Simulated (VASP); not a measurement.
# Ir: single point with revPBE

The system is Ir.

```xyz
2
Lattice="2.7929 0.0000 0.0000 -1.3964 2.4187 0.0000 0.0000 0.0000 4.5291" Properties=species:S:1:pos:R:3 pbc="T T T"
Ir    0.0000    1.6125    1.1323
Ir    1.3964    0.8062    3.3968
```

This cell differs from its parent crystal: volume scaled by 1.04.

```json
{"Program": "VASP 6.6.1", "Task": "single point", "Functional": "revPBE", "Potentials or basis": "VASP PAW PBE potentials, release 64 (Ir)", "Cutoff": "520 eV", "k mesh": "15 × 15 × 8", "Occupations": "fermi-dirac, width 0.1 eV", "Spin": "no spin polarisation", "Dipole correction": "no", "Further INCAR settings": "ALGO = Normal; EDIFF = 1e-06; NBANDS = 16"}
```

- Pressure: -11.5 GPa
- Band gap on the k mesh: zero (band 9 reaches 10.09 eV, above the bottom of band 10 at 7.23 eV)

Stress tensor (GPa, compression positive):
```
-11.40   0.00   0.00
  0.00 -11.40   0.00
  0.00   0.00 -11.79
```

Levels at points of the mesh, in eV from the Fermi level:
```tsv
k point	band 5	band 6	band 7	band 8	band 9	band 10	band 11	band 12	band 13	band 14
(0.00, 0.00, 0.00)	-3.40	-2.82	-2.82	-2.11	-2.11	-0.59	0.24	0.24	6.40	14.33
(0.00, 0.00, 0.50)	-3.51	-3.51	-3.51	-3.51	-0.43	-0.43	-0.43	-0.43	13.43	13.43
```

It took 33 s on 1 thread of Intel(R) Xeon(R) Platinum 8488C (Sapphire Rapids), with other jobs on the host, peak memory 0.19 GiB.

Caveat: the PAW data sets were made with another functional, which shifts forces and pressure a little; spin-orbit coupling is left out, which moves the levels of the heavy elements.
